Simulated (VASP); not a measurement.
Crystal: C.

```
C
1.0
     0.00000    1.78014    1.80684
     1.78014    0.00000    1.80684
     1.78014    1.78014    0.00000
C
2
Direct
  0.50000 0.50000 0.50000
  0.75000 0.75000 0.75000
```

This cell differs from its parent crystal: strain +0.0150 x Voigt [0, 0, 1, 0, 0, 0].

Base run:

```yaml
Program: VASP 6.6.1
Functional: r2SCAN
Potentials_or_basis: VASP PAW PBE potentials, release 64 (C)
Cutoff: 520 eV
k_mesh: 12 × 12 × 12
Occupations: gaussian, width 0.05 eV
Spin: no spin polarisation
```

Its results: band gap on the k mesh 4.12 eV, indirect (least direct gap 5.67 eV); pressure -5.5 GPa.

Task: The run is repeated on the same cell with these changes: potentials or basis from VASP PAW PBE potentials, release 64 (C) to VASP PAW PBE potentials, release 64 (C_h); cutoff from 520 eV to 910 eV; further incar settings from ALGO = Normal; EDIFF = 1e-07; NBANDS = 11 to ALGO = Normal; EDIFF = 1e-06; NBANDS = 11. What comes out?

Result: Band gap on the k mesh 4.15 eV, indirect (least direct gap 5.71 eV); pressure -7.3 GPa.

Caveats: the PAW data sets were made with another functional, which shifts forces and pressure a little; the cutoff is under 1.25 times the usual one of these potentials, so pressure, stress and relaxed cells hold a basis-set (Pulay) error (some runs).

A k mesh can miss the band edges.
